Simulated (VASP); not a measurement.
# Pt (P-1) in VASP: a series of runs, part 2 of 2

VASP 6.6.1. The steps go on from the part before.

## (3) Single point, PBE

This run uses another cell than the first one, of 15.39 Å³/atom, 1.005 times its volume.

File INCAR:

```
SYSTEM = Pt
ALGO = Normal
EDIFF = 1E-6
ENCUT = 520
GGA = PE
ISIF = 2
ISMEAR = -1
LASPH = .TRUE.
LCHARG = .TRUE.
LELF = .TRUE.
LREAL = .FALSE.
LVHAR = .TRUE.
LWAVE = .FALSE.
NBANDS = 11
NELM = 60
PREC = Accurate
SIGMA = 0.1
```

File KPOINTS:

```
k-points
0
G
  9 9 8
  0 0 0
```

File POSCAR:

```
Pt
1.0
    0.0103772380      1.9723162789      1.9888036667
    1.9785967116      0.0201434610      1.9790374437
    1.9906166783      1.9745700227      0.0081234942
Pt
1
Direct
    0.0000000000      0.0000000000      0.0000000000
```

Potentials or basis: VASP PAW PBE potentials, release 64 (Pt).

On the command line:

```console
$ cat potpaw_PBE.64/Pt/POTCAR > POTCAR
$ mpirun -np 1 vasp_std > vasp.out
```

OUTCAR:

```text
SYSTEM = Pt
   EDIFF = 1E-6
   ENCUT = 520
   GGA = PE
   ISIF = 2
   ISMEAR = -1
   LASPH = .TRUE.
   LREAL = .FALSE.
   NELM = 60
   PREC = Accurate

 ion  position               nearest neighbor table
   1  0.000  0.000  0.000-

  LATTYP: Found a triclinic cell.
 ALAT       =     4.8177786599
 B/A-ratio  =     0.5808781721
 C/A-ratio  =     0.5813455204
 COS(alpha) =     0.0002168349
 COS(beta)  =     0.2915200741
 COS(gamma) =     0.8654906290

  Lattice vectors:

 A1 = (   1.9665767449,  -1.9342831007,   3.9499513932)
 A2 = (   1.9785967116,   0.0201434610,   1.9790374437)
 A3 = (  -1.9802394403,  -0.0022537438,   1.9806801725)

Analysis of symmetry for initial positions (statically):
=====================================================================
 Subroutine PRICEL returns:
 Original cell was already a primitive cell.

 Routine SETGRP: Setting up the symmetry group for a
 triclinic supercell.

 Subroutine GETGRP returns: Found  2 space group operations
 (whereof  2 operations were pure point group operations)
 out of a pool of  2 trial point group operations.

The static configuration has the point symmetry S_2 .

Analysis of symmetry for dynamics (positions and initial velocities):
=====================================================================
 Subroutine PRICEL returns:
 Original cell was already a primitive cell.

 Routine SETGRP: Setting up the symmetry group for a
 triclinic supercell.

 Subroutine GETGRP returns: Found  2 space group operations
 (whereof  2 operations were pure point group operations)
 out of a pool of  2 trial point group operations.

The dynamic configuration has the point symmetry S_2 .

 Subroutine INISYM returns: Found  2 space group operations
 (whereof  2 operations are pure point group operations),
 and found     1 'primitive' translations

----------------------------------------------------------------------------------------

                                     Primitive cell

  volume of cell :      15.3880

  direct lattice vectors                    reciprocal lattice vectors
     0.010377238  1.972316279  1.988803667    -0.253937705  0.254967565  0.251285988
     1.978596712  0.020143461  1.979037444     0.254160322 -0.257269989  0.253811029
     1.990616678  1.974570023  0.008123494     0.251055062  0.254387347 -0.253588412

  length of vectors
     2.800978260  2.798542462  2.803845132     0.438904847  0.441820501  0.438233556

  position of ions in fractional coordinates (direct lattice)
     0.000000000  0.000000000  0.000000000

  ion indices of the primitive-cell ions
   primitive index   ion index
                 1           1

----------------------------------------------------------------------------------------

 KPOINTS: k-points

Automatic generation of k-mesh.
 Grid dimensions read from file:
 generate k-points for:    9    9    8

 Generating k-lattice:

  Cartesian coordinates                     Fractional coordinates (reciprocal lattice)
    -0.028215301  0.028329729  0.027920665     0.111111111  0.000000000  0.000000000
     0.028240036 -0.028585554  0.028201225    -0.000000000  0.111111111  0.000000000
     0.031381883  0.031798418 -0.031698552     0.000000000  0.000000000  0.125000000

  Length of vectors
     0.048767205  0.049091167  0.054779194

  Shift w.r.t. Gamma in fractional coordinates (k-lattice)
     0.000000000  0.000000000  0.000000000

 Subroutine IBZKPT returns following result:
 ===========================================

 Found    325 irreducible k-points:

 Following reciprocal coordinates:
            Coordinates               Weight
  0.000000  0.000000  0.000000      1.000000
  0.111111  0.000000  0.000000      2.000000
  0.222222  0.000000  0.000000      2.000000
  0.333333 -0.000000 -0.000000      2.000000
  0.444444  0.000000  0.000000      2.000000
 -0.000000  0.111111 -0.000000      2.000000
[... 16 lines left out ...]
 -0.111111  0.222222  0.000000      2.000000
  0.000000  0.333333 -0.000000      2.000000
 [... further k-points ...]
   k-points           NKPTS =    325   k-points in BZ     NKDIM =    325   number of bands    NBANDS=     11
   number of dos      NEDOS =    301   number of ions     NIONS =      1
   total plane-waves  NPLWV =  13824
   dimension x,y,z NGX =    24 NGY =   24 NGZ =   24
   dimension x,y,z NGXF=    48 NGYF=   48 NGZF=   48
   ions per type =               1
   NGX,Y,Z   is equivalent  to a cutoff of  14.24, 14.26, 14.23 a.u.
   NGXF,Y,Z  is equivalent  to a cutoff of  28.49, 28.51, 28.46 a.u.
 SYSTEM =  Pt
   PREC   = accura    normal or accurate (medium, high low for compatibility)
   ISTART =      0    job   : 0-new  1-cont  2-samecut
   ICHARG =      2    charge: 1-file 2-atom 10-const
   ISPIN  =      1    spin polarized calculation?
   LNONCOLLINEAR =      F non collinear calculations
   LSORBIT =      F    spin-orbit coupling
   LASPH  =      T    aspherical Exc in radial PAW
   ENCUT  =  520.0 eV  38.22 Ry    6.18 a.u.   5.21  5.20  5.21*2*pi/ulx,y,z
   NELM   =     60;   NELMIN=  2; NELMDL= -5     # of ELM steps
   EDIFF  = 0.1E-05   stopping-criterion for ELM
   LREAL  =      F    real-space projection
   EDIFFG = 0.1E-04   stopping-criterion for IOM
   NSW    =      0    number of steps for IOM
   IBRION =     -1    ionic relax: 0-MD 1-quasi-New 2-CG
   NFREE  =      0    steps in history (QN), initial steepest desc. (CG)
   ISIF   =      2    stress and relaxation
   ISYM   =      2    0-nonsym 1-usesym 2-fastsym
   POTIM  = 0.5000    time-step for ionic-motion
   TEBEG  =    0.0;   TEEND  =   0.0 temperature during run
   PSTRESS=    0.0 pullay stress
   NELECT =      10.0000    total number of electrons
   NUPDOWN=      -1.0000    fix difference up-down
   EMIN   =  10.00;   EMAX   =-10.00  energy-range for DOS
   EFERMI =   0.00;   METHOD = LEGACY
   ISMEAR =    -1;   SIGMA  =   0.10  broadening in eV -4-tet -1-fermi 0-gaus
   EFERMI_NEDOS =   21; number of points for ismear=-14 and -15
   IALGO  =     38    algorithm
   IMIX   =      4    mixing-type and parameters
     AMIX     =   0.40;   BMIX     =  1.00
     AMIX_MAG =   1.60;   BMIX_MAG =  1.00
  volume/ion in A,a.u.               =      15.39       103.84
  Fermi-wavevector in a.u.,A,eV,Ry     =   1.418016  2.679662 27.358175  2.010769
  Thomas-Fermi vector in A             =   2.539186
   LORBIT       =      0    0 simple, 1 ext, 2 COOP (PROOUT), +10 PAW based schemes
   GGA     = PE    functional components
[... 5 lines left out ...]
 non-spin polarized calculation
  energy-cutoff  :      520.00
  volume of cell :       15.39
 maximum number of plane-waves:       427
 NGX is ok and might be reduce to    24
   NGX = 11   NGY = 11   NGZ = 11

 number of electron      10.0000001 magnetization

 Free energy of the ion-electron system (eV)
  ---------------------------------------------------
  ext. energy  EPLUGINS =         0.00000000
  ---------------------------------------------------
  free energy    TOTEN  =        -6.13698192 eV

  energy without entropy =       -6.08207720  energy(sigma->0) =       -6.10952956

 E-fermi :  10.8651     XC(G=0): -13.3707

 val. band max:       10.8638911339   @ k =   0.0000   0.4444  -0.0000
 cond. band min:      10.8686232649   @ k =   0.4444   0.2222   0.5000
 fundamental gap:      0.0047321310
 Fermi energy:        10.8650601934

 k-point     1 :       0.0000    0.0000    0.0000
  band No.  band energies     occupation
      1       0.8900      2.00000
      2       7.1300      2.00000
      3       7.1742      2.00000
      4       7.3220      2.00000
      5       9.2417      2.00000
      6       9.3531      2.00000
      7      25.5742      0.00000
      8      30.2220      0.00000
      9      30.3419      0.00000
     10      30.7337      0.00000
     11      35.7040      0.00000

 k-point     2 :       0.1111    0.0000    0.0000
  band No.  band energies     occupation
      1       1.3687      2.00000
      2       7.0103      2.00000
      3       7.3032      2.00000
      4       7.4741      2.00000
      5       9.1588      2.00000
      6       9.2609      2.00000
      7      26.2750      0.00000
      8      28.3716      0.00000
      9      30.9652      0.00000
     10      31.3301      0.00000
     11      37.1438      0.00000
[... 295 lines left out ...]
 k-point    24 :       0.0000    0.3333   -0.0000
  band No.  band energies     occupation
      1       3.6297      2.00000
      2       7.3948      2.00000
      3       7.4223      2.00000
      4       7.7412      2.00000
      5      10.0277      1.99954
      6      10.0770      1.99924
      7      21.2507      0.00000
      8      26.2797      0.00000
      9      31.8935      0.00000
     10      31.9425      0.00000
     11      35.8051      0.00000

 [... further k-points ...]
[... 5 lines left out ...]
  --------------------------------------------------------------------------------------
  -------------------------------------------------------------------------------------
  Total        0.3593473      0.4522458      0.2911245     -0.0183348     -0.1416671     -0.0490013
  in kB       37.4148356     47.0873162     30.3115497     -1.9089978    -14.7502161     -5.1019610
  external PRESSURE =      38.2712339 kB  Pullay stress =       0.0000000 kB

 VOLUME and BASIS-vectors are now :
 -----------------------------------------------------------------------------
  energy-cutoff  :      520.00
  volume of cell :       15.39
      direct lattice vectors                 reciprocal lattice vectors
     0.010377238  1.972316279  1.988803667    -0.253937705  0.254967565  0.251285988
     1.978596712  0.020143461  1.979037444     0.254160322 -0.257269989  0.253811029
     1.990616678  1.974570023  0.008123494     0.251055062  0.254387347 -0.253588412

 POSITION                                       TOTAL-FORCE (eV/Angst)
 -----------------------------------------------------------------------------------
      0.00000      0.00000      0.00000         0.000000      0.000000      0.000000
 -----------------------------------------------------------------------------------
    total drift:                               -0.000000      0.000000     -0.000000

  FREE ENERGIE OF THE ION-ELECTRON SYSTEM (eV)
  ---------------------------------------------------
  free  energy   TOTEN  =        -6.1369819163 eV

  energy  without entropy=       -6.0820772035  energy(sigma->0) =       -6.10952956
```

OSZICAR:

```text
N       E                     dE             d eps       ncg     rms          rms(c)
DAV:   1     0.395344619507E+02    0.39534E+02   -0.53356E+03  7326   0.844E+02
DAV:   2    -0.589220312839E+01   -0.45427E+02   -0.43488E+02  8232   0.175E+02
DAV:   3    -0.651503061917E+01   -0.62283E+00   -0.61924E+00  8243   0.195E+01
DAV:   4    -0.651749531314E+01   -0.24647E-02   -0.24645E-02  8257   0.146E+00
DAV:   5    -0.651751526054E+01   -0.19947E-04   -0.19948E-04  8382   0.121E-01    0.122E+01
DAV:   6    -0.617790767708E+01    0.33961E+00   -0.78891E-01  7708   0.704E+00    0.644E+00
DAV:   7    -0.614031928483E+01    0.37588E-01   -0.14022E-01  8233   0.291E+00    0.247E+00
DAV:   8    -0.613715589159E+01    0.31634E-02   -0.51132E-03  7819   0.614E-01    0.547E-01
DAV:   9    -0.613697830990E+01    0.17758E-03   -0.99787E-05  8158   0.894E-02    0.392E-02
DAV:  10    -0.613698201348E+01   -0.37036E-05   -0.31615E-06  8672   0.139E-02    0.497E-03
DAV:  11    -0.613698191627E+01    0.97209E-07   -0.40468E-08  4391   0.183E-03
   1 F= -.61369819E+01 E0= -.61095296E+01  d E =-.549047E-01
```

It took 16 s on 1 thread of Intel Xeon 6975P-C (Granite Rapids), shared host; peak memory 0.18 GiB.

What came out:

- Free energy: -6.1370 eV
- Pressure: 3.8 GPa
- Band gap on the k mesh: zero (band 5 reaches 11.27 eV, above the bottom of band 6 at 9.24 eV)

Caveat: spin-orbit coupling is left out, which moves the levels of the heavy elements.

## (4) Single point, PBE

This run uses another cell than the first one, of 15.23 Å³/atom, 0.995 times its volume.

File INCAR:

```
ALGO = Normal
EDIFF = 1E-6
ENCUT = 520
GGA = PE
ISIF = 2
ISMEAR = -1
LASPH = True
LCHARG = False
LREAL = False
LWAVE = False
NBANDS = 11
NELM = 80
PREC = Accurate
SIGMA = 0.1
```

File KPOINTS:

```
k-points
0
Gamma
  9 9 8
```

File POSCAR:

```
Pt
1.0
    0.0103427045      1.9657527819      1.9821853027
    1.9720123144      0.0200764273      1.9724515798
    1.9839922810      1.9679990256      0.0080964607
Pt
1
Direct
    0.0000000000      0.0000000000      0.0000000000
```

On the command line:

```console
$ cat potpaw_PBE.64/Pt/POTCAR > POTCAR
$ mpirun -np 1 vasp_std > vasp.out
```

Run time: 16 s. Hardware: 1 thread of Intel Xeon 6975P-C (Granite Rapids), shared host; peak memory 0.18 GiB.

Results (log left out):

* Free energy: -6.1319 eV
* Pressure: 6.6 GPa
* Band gap on the k mesh: zero (band 5 reaches 11.47 eV, above the bottom of band 6 at 9.41 eV)

Stress tensor (GPa, compression positive):
```
 6.51 -0.23 -0.52
-0.23  7.51 -1.54
-0.52 -1.54  5.77
```

Levels at points of the mesh, in eV from the Fermi level:
```tsv
k point	band 3	band 4	band 5	band 6	band 7	band 8
(0.00, 0.00, 0.00)	-3.75	-3.60	-1.65	-1.54	14.68	19.39
(0.00, 0.00, 0.50)	-3.67	-0.42	-0.01	0.10	5.77	14.25
```

Caveat: spin-orbit coupling is left out, which moves the levels of the heavy elements.

## (5) Overview

| cell | gap on the mesh (eV) | pressure (GPa) |
| --- | --- | --- |
| a = 2.796, b = 2.794, c = 2.799 Å, angles 59.4, 60.0, 59.3°, 1 atom | none | 5.2 |
| a = 2.801, b = 2.799, c = 2.804 Å, angles 59.4, 60.0, 59.3°, 1 atom | none | 3.8 |
| a = 2.792, b = 2.789, c = 2.795 Å, angles 59.4, 60.0, 59.3°, 1 atom | none | 6.6 |

Alike in all rows: task single point; level PBE; potentials or basis VASP PAW PBE potentials, release 64 (Pt); no spin polarisation; k mesh 9 × 9 × 8; cutoff (eV) 520; smearing fermi-dirac 0.1 eV.

Caveats: spin-orbit coupling is left out, which moves the levels of the heavy elements.

Absolute energies hang on the potentials; compare differences alone.
